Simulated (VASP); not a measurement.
# Na16B (a cell with a defect) in VASP: single point with PBE

Aim: the single point of Na16B (a cell with a defect) with PBE.

Everything below comes from runs of VASP 6.6.1. Logs are shortened: lines on timing, memory, paths and dates and some standing lists are left out, and cuts for length are marked.

### 1 The cell of the first run

The cell holds a defect, 17 atoms: a = 8.460 Å, b = 8.460 Å, c = 8.460 Å, α = 90.00°, β = 90.00°, γ = 90.00°.

### 2 Single point, PBE

INCAR reads:

```
ALGO = Normal
EDIFF = 1E-7
ENCUT = 520
GGA = PE
ISIF = 2
ISMEAR = -1
LASPH = True
LCHARG = False
LREAL = Auto
LWAVE = False
NBANDS = 72
NELM = 60
PREC = Accurate
SIGMA = 0.15
```

KPOINTS reads:

```
k-points
0
Gamma
  2 2 2
```

POSCAR reads:

```
Na16B
1.0
    8.4600000000      0.0000000000      0.0000000000
    0.0000000000      8.4600000000      0.0000000000
    0.0000000000      0.0000000000      8.4600000000
Na B
16 1
Direct
   -0.0003880242      0.0459357725     -0.0182563440
    0.4996112795      0.0296515452      0.0212601375
   -0.0003931759      0.4540176009     -0.0182812515
   -0.0004945968     -0.0347643203      0.5554685461
    0.2292472146      0.2500024534      0.2880343875
    0.4996115823      0.4703349706      0.0212399592
    0.4996061514     -0.0284491033      0.4631769845
    0.7702041285      0.2500012733      0.2880972482
   -0.0004944986      0.5347714088      0.5555179630
    0.2073321708      0.7499715817      0.1856288711
    0.2826979404      0.2499809649      0.7234852640
    0.4996068896      0.5284370439      0.4631901089
    0.7919947470      0.7499738264      0.1852162979
    0.7167418824      0.2499790381      0.7235460681
    0.2806425061      0.7500022190      0.7685751495
    0.7183614018      0.7500003535      0.7684683299
   -0.0013091989      0.7499606716      0.9028950801
```

Potentials or basis: VASP PAW PBE potentials, release 64 (Na_pv, B).

Started as:

```console
cat potpaw_PBE.64/Na_pv/POTCAR potpaw_PBE.64/B/POTCAR > POTCAR
mpirun -np 1 vasp_std > vasp.out
```

OUTCAR:

```text
EDIFF = 1E-7
   ENCUT = 520
   GGA = PE
   ISIF = 2
   ISMEAR = -1
   LASPH = True
   LREAL = Auto
   NELM = 60
   PREC = Accurate

 ion  position               nearest neighbor table
   1  1.000  0.046  0.982-
   2  0.500  0.030  0.021-
   3  1.000  0.454  0.982-
   4  1.000  0.965  0.555-
   5  0.229  0.250  0.288-
   6  0.500  0.470  0.021-
[... 9 lines left out ...]
  16  0.718  0.750  0.768-
  17  0.999  0.750  0.903-

  LATTYP: Found a simple cubic cell.
 ALAT       =     8.4600000000

  Lattice vectors:

 A1 = (   8.4600000000,   0.0000000000,   0.0000000000)
 A2 = (   0.0000000000,   8.4600000000,   0.0000000000)
 A3 = (   0.0000000000,   0.0000000000,   8.4600000000)

Analysis of symmetry for initial positions (statically):
=====================================================================
 Subroutine PRICEL returns:
 Original cell was already a primitive cell.

 Routine SETGRP: Setting up the symmetry group for a
 simple cubic supercell.

 Subroutine GETGRP returns: Found  1 space group operations
 (whereof  1 operations were pure point group operations)
 out of a pool of 48 trial point group operations.

The static configuration has the point symmetry C_1 .

Analysis of symmetry for dynamics (positions and initial velocities):
=====================================================================
 Subroutine PRICEL returns:
 Original cell was already a primitive cell.

 Routine SETGRP: Setting up the symmetry group for a
 simple cubic supercell.

 Subroutine GETGRP returns: Found  1 space group operations
 (whereof  1 operations were pure point group operations)
 out of a pool of 48 trial point group operations.

The dynamic configuration has the point symmetry C_1 .

 Subroutine INISYM returns: Found  1 space group operations
 (whereof  1 operations are pure point group operations),
 and found     1 'primitive' translations

----------------------------------------------------------------------------------------

                                     Primitive cell

  volume of cell :     605.4957

  direct lattice vectors                    reciprocal lattice vectors
     8.460000000  0.000000000  0.000000000     0.118203310  0.000000000  0.000000000
     0.000000000  8.460000000  0.000000000     0.000000000  0.118203310  0.000000000
     0.000000000  0.000000000  8.460000000     0.000000000  0.000000000  0.118203310

  length of vectors
     8.460000000  8.460000000  8.460000000     0.118203310  0.118203310  0.118203310

  position of ions in fractional coordinates (direct lattice)
     0.999611976  0.045935773  0.981743656
     0.499611280  0.029651545  0.021260138
     0.999606824  0.454017601  0.981718749
     0.999505403  0.965235680  0.555468546
     0.229247215  0.250002453  0.288034387
     0.499611582  0.470334971  0.021239959
[... 9 lines left out ...]
     0.718361402  0.750000353  0.768468330
     0.998690801  0.749960672  0.902895080

  ion indices of the primitive-cell ions
   primitive index   ion index
                 1           1
                 2           2
                 3           3
                 4           4
                 5           5
                 6           6
[... 9 lines left out ...]
                16          16
                17          17

----------------------------------------------------------------------------------------

 KPOINTS: k-points

Automatic generation of k-mesh.
 Grid dimensions read from file:
 generate k-points for:    2    2    2

 Generating k-lattice:

  Cartesian coordinates                     Fractional coordinates (reciprocal lattice)
     0.059101655  0.000000000  0.000000000     0.500000000  0.000000000  0.000000000
     0.000000000  0.059101655  0.000000000     0.000000000  0.500000000  0.000000000
     0.000000000  0.000000000  0.059101655     0.000000000  0.000000000  0.500000000

  Length of vectors
     0.059101655  0.059101655  0.059101655

  Shift w.r.t. Gamma in fractional coordinates (k-lattice)
     0.000000000  0.000000000  0.000000000

 Subroutine IBZKPT returns following result:
 ===========================================

 Found      8 irreducible k-points:

 Following reciprocal coordinates:
            Coordinates               Weight
  0.000000  0.000000  0.000000      1.000000
  0.500000  0.000000  0.000000      1.000000
  0.000000  0.500000  0.000000      1.000000
  0.000000  0.000000  0.500000      1.000000
  0.500000  0.500000  0.000000      1.000000
  0.000000  0.500000  0.500000      1.000000
  0.500000  0.000000  0.500000      1.000000
  0.500000  0.500000  0.500000      1.000000
   k-points           NKPTS =      8   k-points in BZ     NKDIM =      8   number of bands    NBANDS=     72
   number of dos      NEDOS =    301   number of ions     NIONS =     17
   total plane-waves  NPLWV = 262144
   dimension x,y,z NGX =    64 NGY =   64 NGZ =   64
   dimension x,y,z NGXF=   128 NGYF=  128 NGZF=  128
   ions per type =              16   1
   NGX,Y,Z   is equivalent  to a cutoff of  12.58, 12.58, 12.58 a.u.
   NGXF,Y,Z  is equivalent  to a cutoff of  25.15, 25.15, 25.15 a.u.
 SYSTEM =  unknown system
   PREC   = accura    normal or accurate (medium, high low for compatibility)
   ISTART =      0    job   : 0-new  1-cont  2-samecut
   ICHARG =      2    charge: 1-file 2-atom 10-const
   ISPIN  =      1    spin polarized calculation?
   LNONCOLLINEAR =      F non collinear calculations
   LSORBIT =      F    spin-orbit coupling
   LASPH  =      T    aspherical Exc in radial PAW
   ENCUT  =  520.0 eV  38.22 Ry    6.18 a.u.  15.73 15.73 15.73*2*pi/ulx,y,z
   NELM   =     60;   NELMIN=  2; NELMDL= -5     # of ELM steps
   EDIFF  = 0.1E-06   stopping-criterion for ELM
   LREAL  =      T    real-space projection
   EDIFFG = 0.1E-05   stopping-criterion for IOM
   NSW    =      0    number of steps for IOM
   IBRION =     -1    ionic relax: 0-MD 1-quasi-New 2-CG
   NFREE  =      0    steps in history (QN), initial steepest desc. (CG)
   ISIF   =      2    stress and relaxation
   ISYM   =      2    0-nonsym 1-usesym 2-fastsym
   POTIM  = 0.5000    time-step for ionic-motion
   TEBEG  =    0.0;   TEEND  =   0.0 temperature during run
   PSTRESS=    0.0 pullay stress
   NELECT =     115.0000    total number of electrons
   NUPDOWN=      -1.0000    fix difference up-down
   EMIN   =  10.00;   EMAX   =-10.00  energy-range for DOS
   EFERMI =   0.00;   METHOD = LEGACY
   ISMEAR =    -1;   SIGMA  =   0.15  broadening in eV -4-tet -1-fermi 0-gaus
   EFERMI_NEDOS =   21; number of points for ismear=-14 and -15
   IALGO  =     38    algorithm
   IMIX   =      4    mixing-type and parameters
     AMIX     =   0.40;   BMIX     =  1.00
     AMIX_MAG =   1.60;   BMIX_MAG =  1.00
  volume/ion in A,a.u.               =      35.62       240.36
  Fermi-wavevector in a.u.,A,eV,Ry     =   0.941031  1.778290 12.048484  0.885539
  Thomas-Fermi vector in A             =   2.068501
   LORBIT       =      0    0 simple, 1 ext, 2 COOP (PROOUT), +10 PAW based schemes
   GGA     = PE    functional components
   LHFCALC =     F    Hartree Fock is set to
   AEXX    =    0.0000 exact exchange contribution
   IVDW    =     0    specifies the selected vdW correction
   LEPSILON=     F    determine dielectric tensor
   LRPA    =     F    only Hartree local field effects (RPA)
 non-spin polarized calculation
  energy-cutoff  :      520.00
  volume of cell :      605.50
 maximum number of plane-waves:     16384
 NGX is ok and might be reduce to    64
   NGX = 31   NGY = 31   NGZ = 31

 number of electron     115.0000015 magnetization

 Free energy of the ion-electron system (eV)
  ---------------------------------------------------
  ext. energy  EPLUGINS =         0.00000000
  ---------------------------------------------------
  free energy    TOTEN  =       -24.76570606 eV

  energy without entropy =      -24.11349966  energy(sigma->0) =      -24.43960286

 E-fermi :   0.2351     XC(G=0):  -6.5475

 val. band max:        0.2247316347   @ k =   0.5000   0.5000   0.0000
 cond. band min:       0.2355499337   @ k =   0.5000   0.5000   0.0000
 fundamental gap:      0.0108182991
 Fermi energy:         0.2351237299

 k-point     1 :       0.0000    0.0000    0.0000
  band No.  band energies     occupation
      1     -24.6805      2.00000
      2     -24.6784      2.00000
      3     -24.6769      2.00000
      4     -24.6756      2.00000
      5     -24.6745      2.00000
      6     -24.6684      2.00000
[... 61 lines left out ...]
     68       2.3838      0.00000
     69       2.4989      0.00000

 k-point     2 :       0.5000    0.0000    0.0000
  band No.  band energies     occupation
      1     -24.6804      2.00000
      2     -24.6784      2.00000
      3     -24.6768      2.00000
      4     -24.6756      2.00000
      5     -24.6745      2.00000
      6     -24.6684      2.00000
[... 61 lines left out ...]
     68       2.0370      0.00001
     69       2.4713      0.00000

 k-point     3 :       0.0000    0.5000    0.0000
  band No.  band energies     occupation
      1     -24.6797      2.00000
      2     -24.6783      2.00000
      3     -24.6769      2.00000
      4     -24.6755      2.00000
      5     -24.6746      2.00000
      6     -24.6692      2.00000
[... 61 lines left out ...]
     68       2.0403      0.00001
     69       2.5003      0.00000

 k-point     4 :       0.0000    0.0000    0.5000
  band No.  band energies     occupation
      1     -24.6803      2.00000
      2     -24.6782      2.00000
      3     -24.6768      2.00000
      4     -24.6757      2.00000
      5     -24.6743      2.00000
      6     -24.6684      2.00000
[... 61 lines left out ...]
     68       2.0736      0.00001
     69       2.5975      0.00000

 k-point     5 :       0.5000    0.5000    0.0000
  band No.  band energies     occupation
      1     -24.6797      2.00000
      2     -24.6783      2.00000
      3     -24.6769      2.00000
      4     -24.6754      2.00000
      5     -24.6745      2.00000
      6     -24.6692      2.00000
[... 61 lines left out ...]
     68       2.4925      0.00000
     69       2.6119      0.00000

 k-point     6 :       0.0000    0.5000    0.5000
  band No.  band energies     occupation
      1     -24.6796      2.00000
      2     -24.6782      2.00000
      3     -24.6768      2.00000
      4     -24.6755      2.00000
      5     -24.6744      2.00000
      6     -24.6692      2.00000
[... 61 lines left out ...]
     68       2.5524      0.00000
     69       2.5808      0.00000

 k-point     7 :       0.5000    0.0000    0.5000
  band No.  band energies     occupation
      1     -24.6803      2.00000
      2     -24.6783      2.00000
      3     -24.6768      2.00000
      4     -24.6757      2.00000
      5     -24.6743      2.00000
      6     -24.6684      2.00000
[... 61 lines left out ...]
     68       2.5593      0.00000
     69       2.5730      0.00000

 k-point     8 :       0.5000    0.5000    0.5000
  band No.  band energies     occupation
      1     -24.6796      2.00000
      2     -24.6782      2.00000
      3     -24.6768      2.00000
      4     -24.6755      2.00000
      5     -24.6744      2.00000
      6     -24.6692      2.00000
[... 61 lines left out ...]
     68       2.5820      0.00000
     69       2.6222      0.00000
 [bands above 69 left out]

------------------------ aborting loop because EDIFF is reached ----------------------------------------

  FORCE on cell =-STRESS in cart. coord.  units (eV):
  Direction    XX          YY          ZZ          XY          YZ          ZX
  --------------------------------------------------------------------------------------
  -------------------------------------------------------------------------------------
  Total       -0.5224439      0.1482842     -1.3811071     -0.0000176     -0.0005482      0.0169838
  in kB       -1.3824174      0.3923688     -3.6544906     -0.0000465     -0.0014505      0.0449400
  external PRESSURE =      -1.5481798 kB  Pullay stress =       0.0000000 kB

 VOLUME and BASIS-vectors are now :
 -----------------------------------------------------------------------------
  energy-cutoff  :      520.00
  volume of cell :      605.50
      direct lattice vectors                 reciprocal lattice vectors
     8.460000000  0.000000000  0.000000000     0.118203310  0.000000000  0.000000000
     0.000000000  8.460000000  0.000000000     0.000000000  0.118203310  0.000000000
     0.000000000  0.000000000  8.460000000     0.000000000  0.000000000  0.118203310

 POSITION                                       TOTAL-FORCE (eV/Angst)
 -----------------------------------------------------------------------------------
      8.45672      0.38862      8.30555         0.000813      0.021750      0.003450
      4.22671      0.25085      0.17986         0.000366      0.006066      0.006135
      8.45667      3.84099      8.30534         0.000808     -0.022249      0.003679
      8.45582      8.16589      4.69926         0.000198     -0.014436      0.020164
      1.93943      2.11502      2.43677        -0.005126      0.000011      0.007010
      4.22671      3.97903      0.17969         0.000361     -0.006103      0.006126
[... 9 lines left out ...]
      6.07734      6.34500      6.50124        -0.042919      0.000040     -0.003280
      8.44892      6.34467      7.63849         0.018925      0.000501     -0.032101
 -----------------------------------------------------------------------------------
    total drift:                               -0.001025      0.000091     -0.002294

  FREE ENERGIE OF THE ION-ELECTRON SYSTEM (eV)
  ---------------------------------------------------
  free  energy   TOTEN  =       -24.7657060618 eV

  energy  without entropy=      -24.1134996619  energy(sigma->0) =      -24.43960286
```

Run time: 6.4 min. Hardware: 1 thread of Intel Xeon Platinum 8259CL at 2.50GHz (Skylake/Cascade Lake), shared host; peak memory 0.64 GiB.

What came out:

| Property | Result |
| --- | --- |
| Free energy | -24.7657 eV |
| Pressure | -0.2 GPa |
| Largest force | 0.043 eV/Å |
| Band gap on the k mesh | zero (an odd number of electrons rules out a gap without spin polarisation) |

Forces on the atoms (eV/Å):
```
Na   0.001  0.022  0.003
Na   0.000  0.006  0.006
Na   0.001 -0.022  0.004
Na   0.000 -0.014  0.020
Na  -0.005  0.000  0.007
Na   0.000 -0.006  0.006
Na   0.000 -0.001 -0.004
Na   0.004  0.000  0.007
Na   0.000  0.014  0.020
Na  -0.026  0.000 -0.007
Na   0.008  0.000 -0.012
Na   0.000  0.001 -0.004
Na   0.023  0.000 -0.004
Na  -0.009  0.000 -0.012
Na   0.026  0.000  0.004
Na  -0.043  0.000 -0.003
B    0.019  0.001 -0.032
```

Caveat: the k points lie up to 0.37 Å⁻¹ apart, too coarse for converged energies and pressures of a metal.
